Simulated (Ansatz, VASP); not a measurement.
## PbSe: VASP beside Ansatz

```xyz
2
Lattice="0.0000 3.1599 3.1599 3.1599 0.0000 3.1599 3.1599 3.1599 0.0000" Properties=species:S:1:pos:R:3 pbc="T T T"
Pb    0.0000    0.0000    0.0000
Se    3.1599    3.1599    3.1599
```

Alike in both runs: task single point; functional r2SCAN; dispersion rVV10; k mesh 10 × 10 × 10; occupations gaussian, width 0.02 eV; no spin polarisation.

|  | VASP | Ansatz |
| --- | --- | --- |
| version | VASP 6.6.1 | Ansatz 0.2.0 |
| potentials or method | VASP PAW PBE potentials, release 64 (Pb_d, Se), cutoff 550 eV | scalar-relativistic, plane waves, PAW |
| valence electrons in the cell | 20 | 30 |

```csv
,VASP,Ansatz,Ansatz less VASP
gap on the k mesh at the Fermi level (eV),0.83,0.82,-0.004
least direct gap on the mesh (eV),0.83,0.82,-0.004
pressure (GPa),-3.7,-3.9,-0.14
```

VASP's potentials were made for PBE, not for r2SCAN. VASP's potentials hold 20 valence electrons a cell and Ansatz's 30, so a difference there can come from the potentials and not from the codes.

Spin-orbit coupling is off throughout.
